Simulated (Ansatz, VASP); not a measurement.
CoO: VASP beside Ansatz

The input INCAR:

```
PREC = Accurate ; ENCUT = 520
EDIFF = 1E-7 ; ISMEAR = 0
SIGMA = 0.15 ; LREAL = F
LASPH = T ; NELM = 150
ALGO = Normal ; ISIF = 2
LWAVE = F ; LCHARG = F
ISPIN = 2 ; MAGMOM = 2.64 0.33
LORBIT = 11 ; LMAXMIX = 4
GGA = PS ; NBANDS = 18
```

Contents of KPOINTS:

```
Automatic mesh
0
Gamma
  18 18 18
```

File POSCAR:

```
CoO
1.0
    1.3850319810      0.7996485870      2.6351210587
   -1.3850319810      0.7996485870      2.6351210587
    0.0000000000     -1.5992971741      2.6351210587
Co O
1 1
Direct
    0.0000000000      0.0000000000      0.0000000000
    0.5000000000      0.5000000000      0.5000000000
```

Input for Ansatz:

```yaml
crystal:
  lattice:
    - [1.385031981, 0.799648587, 2.6351210587]
    - [-1.385031981, 0.799648587, 2.6351210587]
    - [0.0, -1.5992971741, 2.6351210587]
  atoms:
    - { symbol: Co, position: [0.0, 0.0, 0.0], spin: 2.64 }
    - { symbol: O, position: [0.5, 0.5, 0.5], spin: 0.33 }
basis:
  ecutwfc: 420
kpoints:
  mp_grid: { grid: [18, 18, 18] }
hamiltonian:
  xc: pbesol
scf:
  occupations: { method: gaussian, width: 0.15 }
output:
  forces: true
  stress: true
  eigenvalues: true
  populations: true
magnetization:
  spin_polarized: true
```

Change from the starting cell: strain -0.080 along x and y, +0.080 along z, atoms carried along.

Alike in both runs: task single point; functional PBEsol; k mesh 18 × 18 × 18; occupations gaussian, width 0.15 eV; collinear spin.

|  | VASP | Ansatz |
| --- | --- | --- |
| version | VASP 6.6.1 | Ansatz 0.2.0 |
| potentials or method | VASP PAW PBE potentials, release 64 (Co, O), cutoff 520 eV | scalar-relativistic, plane waves, PAW |
| valence electrons in the cell | 15 | 23 |

```csv
,VASP,Ansatz,Ansatz less VASP
gap on the k mesh at the Fermi level (eV),none,none,-
pressure (GPa),1.8,2.7,+0.87
"traceless stress, the component that is largest in VASP (GPa)",-0.40,0.09,+0.491
net moment per atom (μB),1.29,1.31,+0.022
size of the moment on the site where the two differ most (μB),2.29,2.24,-0.049
```

VASP's potentials were made for PBE, not for PBEsol. Site moments also hang on the region over which each program counts them. A gap of «none» marks a metal or a gap that the smearing closes. VASP's potentials hold 15 valence electrons a cell and Ansatz's 23, so a difference there can come from the potentials and not from the codes.
